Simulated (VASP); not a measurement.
# Rh (Fm-3m) in VASP: density of states with PBEsol

Aim: the density of states of Rh with PBEsol.

Everything below comes from runs of VASP 6.6.1. Logs are shortened: lines on timing, memory, paths and dates and some standing lists are left out, and cuts for length are marked.

### Step 1. The cell of the first run

Symmetry: Fm-3m, No. 225, cubic system. The conventional cell has a = 3.780 Å, b = 3.780 Å, c = 3.780 Å, α = 90.00°, β = 90.00°, γ = 90.00°. Within 3.5 Å of Rh (site symmetry m-3m) lie 12 Rh at 2.67 Å.

### Step 2. Density of states, PBEsol

Contents of POSCAR:

```
Rh
1.0
    0.0000000000      1.8898544543      1.8898544543
    1.8898544543      0.0000000000      1.8898544543
    1.8898544543      1.8898544543      0.0000000000
Rh
1
Direct
    0.0000000000      0.0000000000      0.0000000000
```

Contents of INCAR.step1:

```
PREC = Accurate
ENCUT = 520
EDIFF = 1E-6
ISMEAR = 0
SIGMA = 0.05
LREAL = False
LASPH = True
NELM = 100
ALGO = Normal
ISIF = 2
LWAVE = False
LCHARG = True
LMAXMIX = 4
GGA = PS
NBANDS = 14
```

Contents of KPOINTS.step1:

```
regular mesh
0
Gamma
  18 18 18
```

Contents of INCAR.step2:

```
PREC = Accurate
ENCUT = 520
EDIFF = 1E-6
ISMEAR = -5
SIGMA = 0.05
LREAL = False
LASPH = True
NELM = 100
ALGO = Normal
ISIF = 2
LWAVE = False
LCHARG = False
LMAXMIX = 4
GGA = PS
LORBIT = 11
NEDOS = 1001
ICHARG = 11
```

Contents of KPOINTS.step2:

```
regular mesh
0
Gamma
  27 27 27
```

Potentials or basis: VASP PAW PBE potentials, release 64 (Rh_pv).

On the command line:

```console
$ cat potpaw_PBE.64/Rh_pv/POTCAR > POTCAR
$ cp INCAR.step1 INCAR
$ cp KPOINTS.step1 KPOINTS
$ mpirun -np 1 vasp_std > vasp.out
$ cp INCAR.step2 INCAR
$ cp KPOINTS.step2 KPOINTS
$ mpirun -np 1 vasp_std > vasp.out
```

OUTCAR:

```text
PREC = Accurate
   ENCUT = 520
   EDIFF = 1E-6
   ISMEAR = -5
   LREAL = False
   LASPH = True
   NELM = 100
   ISIF = 2
   GGA = PS
   LORBIT = 11
   ICHARG = 11

 ion  position               nearest neighbor table
   1  0.000  0.000  0.000-

  LATTYP: Found a face centered cubic cell.
 ALAT       =     3.7797089086

  Lattice vectors:

 A1 = (   0.0000000000,   1.8898544543,   1.8898544543)
 A2 = (   1.8898544543,   0.0000000000,   1.8898544543)
 A3 = (   1.8898544543,   1.8898544543,   0.0000000000)

Analysis of symmetry for initial positions (statically):
=====================================================================
 Subroutine PRICEL returns:
 Original cell was already a primitive cell.

 Routine SETGRP: Setting up the symmetry group for a
 face centered cubic supercell.

 Subroutine GETGRP returns: Found 48 space group operations
 (whereof 48 operations were pure point group operations)
 out of a pool of 48 trial point group operations.

The static configuration has the point symmetry O_h .

Analysis of symmetry for dynamics (positions and initial velocities):
=====================================================================
 Subroutine PRICEL returns:
 Original cell was already a primitive cell.

 Routine SETGRP: Setting up the symmetry group for a
 face centered cubic supercell.

 Subroutine GETGRP returns: Found 48 space group operations
 (whereof 48 operations were pure point group operations)
 out of a pool of 48 trial point group operations.

The dynamic configuration has the point symmetry O_h .

 Subroutine INISYM returns: Found 48 space group operations
 (whereof 48 operations are pure point group operations),
 and found     1 'primitive' translations

----------------------------------------------------------------------------------------

                                     Primitive cell

  volume of cell :      13.4994

  direct lattice vectors                    reciprocal lattice vectors
     0.000000000  1.889854454  1.889854454    -0.264570639  0.264570639  0.264570639
     1.889854454  0.000000000  1.889854454     0.264570639 -0.264570639  0.264570639
     1.889854454  1.889854454  0.000000000     0.264570639  0.264570639 -0.264570639

  length of vectors
     2.672657800  2.672657800  2.672657800     0.458249788  0.458249788  0.458249788

  position of ions in fractional coordinates (direct lattice)
     0.000000000  0.000000000  0.000000000

  ion indices of the primitive-cell ions
   primitive index   ion index
                 1           1

[... 84 lines left out ...]
   NELECT =      15.0000    total number of electrons
   NUPDOWN=      -1.0000    fix difference up-down
   EMIN   =  10.00;   EMAX   =-10.00  energy-range for DOS
   EFERMI =   0.00;   METHOD = LEGACY
   ISMEAR =    -5;   SIGMA  =   0.05  broadening in eV -4-tet -1-fermi 0-gaus
   EFERMI_NEDOS =   21; number of points for ismear=-14 and -15
   IALGO  =     38    algorithm
   IMIX   =      4    mixing-type and parameters
     AMIX     =   0.40;   BMIX     =  1.00
     AMIX_MAG =   1.60;   BMIX_MAG =  1.00
  volume/ion in A,a.u.               =      13.50        91.10
  Fermi-wavevector in a.u.,A,eV,Ry     =   1.695640  3.204294 39.119386  2.875194
  Thomas-Fermi vector in A             =   2.776647
   LORBIT       =     11    0 simple, 1 ext, 2 COOP (PROOUT), +10 PAW based schemes
   GGA     = PS    functional components
   LHFCALC =     F    Hartree Fock is set to
   AEXX    =    0.0000 exact exchange contribution
   IVDW    =     0    specifies the selected vdW correction
   LEPSILON=     F    determine dielectric tensor
   LRPA    =     F    only Hartree local field effects (RPA)
 non-spin polarized calculation
 Fermi weights with tetrahedron method with Bloechl corrections
  energy-cutoff  :      520.00
  volume of cell :       13.50
 maximum number of plane-waves:       375

 number of electron      15.0000006 magnetization

 Free energy of the ion-electron system (eV)
  ---------------------------------------------------
  ext. energy  EPLUGINS =         0.00000000
  ---------------------------------------------------
  free energy    TOTEN  =        -8.13801760 eV

  energy without entropy =       -8.13801760  energy(sigma->0) =       -8.13801760

 E-fermi :  12.0912     XC(G=0): -14.3371

 val. band max:       12.2575025329   @ k =   0.4444   0.0000   0.0000
 cond. band min:      12.0775796469   @ k =   0.3333   0.1111   0.0000
 fundamental gap:     -0.1799228861
 Fermi energy:        12.0911519454

 k-point     1 :       0.0000    0.0000    0.0000
  band No.  band energies     occupation
      1     -34.2774      2.00000
      2     -34.2774      2.00000
      3     -34.2774      2.00000
      4       3.9035      2.00000
      5       8.9065      2.00000
      6       8.9065      2.00000
      7       8.9065      2.00000
      8      11.0799      2.00000
      9      11.0799      2.00000
     10      28.0135      0.00000
     11      32.3972      0.00000
[... 309 lines left out ...]
 k-point    24 :       0.3704    0.0370    0.0000
  band No.  band energies     occupation
      1     -34.9183      2.00000
      2     -34.3740      2.00000
      3     -34.3661      2.00000
      4       5.9631      2.00000
      5       8.9902      2.00000
      6       9.0859      2.00000
      7      10.3117      2.00000
      8      12.1067      1.15931
      9      12.2022      0.07112
     10      23.8535      0.00000
     11      28.5244      0.00000

 [... further k-points ...]

------------------------ aborting loop because EDIFF is reached ----------------------------------------

  FORCE on cell =-STRESS in cart. coord.  units (eV):
  Direction    XX          YY          ZZ          XY          YZ          ZX
  --------------------------------------------------------------------------------------
  -------------------------------------------------------------------------------------
  Total       -0.0086336     -0.0086336     -0.0086336      0.0000000      0.0000000     -0.0000000
  in kB       -1.0246752     -1.0246752     -1.0246752      0.0000000      0.0000000     -0.0000000
  external PRESSURE =      -1.0246752 kB  Pullay stress =       0.0000000 kB

 VOLUME and BASIS-vectors are now :
 -----------------------------------------------------------------------------
  energy-cutoff  :      520.00
  volume of cell :       13.50
      direct lattice vectors                 reciprocal lattice vectors
     0.000000000  1.889854454  1.889854454    -0.264570639  0.264570639  0.264570639
     1.889854454  0.000000000  1.889854454     0.264570639 -0.264570639  0.264570639
     1.889854454  1.889854454  0.000000000     0.264570639  0.264570639 -0.264570639

 POSITION                                       TOTAL-FORCE (eV/Angst)
 -----------------------------------------------------------------------------------
      0.00000      0.00000      0.00000         0.000000      0.000000      0.000000
 -----------------------------------------------------------------------------------
    total drift:                                0.000000     -0.000000      0.000000

  FREE ENERGIE OF THE ION-ELECTRON SYSTEM (eV)
  ---------------------------------------------------
  free  energy   TOTEN  =        -8.1380176036 eV

  energy  without entropy=       -8.1380176036  energy(sigma->0) =       -8.13801760

 total charge

# of ion       s       p       d       tot
------------------------------------------
    1        0.417   6.318   7.073  13.808
```

It took 64 s on 1 thread of Intel Xeon 6975P-C, shared host; peak memory 0.19 GiB.

Results:

| Property | Result |
| --- | --- |
| Valence electrons inside the program's atomic spheres | Rh 13.81 |

Levels at points of the mesh, in eV from the Fermi level:
| k point | band 3 | band 4 | band 5 | band 6 | band 7 | band 8 | band 9 | band 10 | band 11 |
| --- | --- | --- | --- | --- | --- | --- | --- | --- | --- |
| (0.00, 0.00, 0.00) | -46.37 | -8.19 | -3.18 | -3.18 | -3.18 | -1.01 | -1.01 | 15.92 | 20.31 |

Caveat: the PAW data sets were made with another functional, which shifts forces and pressure a little; tetrahedron occupations give inexact forces and stress in metals.
